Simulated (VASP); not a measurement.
Set up this calculation in VASP 6.6.1, as the native input.

```yaml
Task: single point
Functional: PBEsol
Potentials_or_basis: VASP PAW PBE potentials, release 64 (Ba_sv, Ti_sv, O)
Cutoff: 520 eV
k_mesh: 6 × 6 × 6
Occupations: gaussian, width 0.01 eV
Spin: no spin polarisation
Dipole_correction: no
Further_INCAR_settings: ALGO = Normal; EDIFF = 1e-07; NBANDS = 28
```

The structure of BaTiO3 lies in POSCAR:

```
BaTiO3
1.0
    3.9998000000      0.0000000000      0.0000000000
    0.0000000000      3.9998000000      0.0000000000
    0.0000000000      0.0000000000      4.0180000000
Ba Ti O
1 1 3
Direct
    0.0000000000      0.0000000000      0.0000000000
    0.5000000000      0.5000000000      0.4900000000
    0.5000000000      0.5000000000      0.0190000000
    0.5000000000      0.0000000000      0.5170000000
    0.0000000000      0.5000000000      0.5170000000
```

These files were run (other wordings do the same):

INCAR

```
SYSTEM = BaTiO3
PREC = Accurate ; ENCUT = 520
EDIFF = 1E-7 ; ISMEAR = 0
SIGMA = 0.01 ; LREAL = .FALSE.
LASPH = .TRUE. ; NELM = 80
ALGO = Normal ; ISIF = 2
LWAVE = .FALSE. ; LCHARG = .FALSE.
GGA = PS ; NBANDS = 28
```

KPOINTS

```
regular mesh
0
G
  6 6 6
  0 0 0
```

Potentials or basis: VASP PAW PBE potentials, release 64 (Ba_sv, Ti_sv, O).

The run is started by

```console
$ cat potpaw_PBE.64/Ba_sv/POTCAR potpaw_PBE.64/Ti_sv/POTCAR potpaw_PBE.64/O/POTCAR > POTCAR
$ mpirun -np 1 vasp_std > vasp.out
```

Results of the run:

```json
{
  "Pressure": "-2.0 GPa",
  "Largest force": "0.324 eV/Å",
  "Band gap on the k mesh": "1.72 eV (least direct gap 2.02 eV)"
}
```

Caveat: the PAW data sets were made with another functional, which shifts forces and pressure a little; spin-orbit coupling is left out, which moves the levels of the heavy elements.

Wall time 2 min on 1 thread of Intel Xeon 8259CL, on a shared host, peak memory 0.22 GiB.
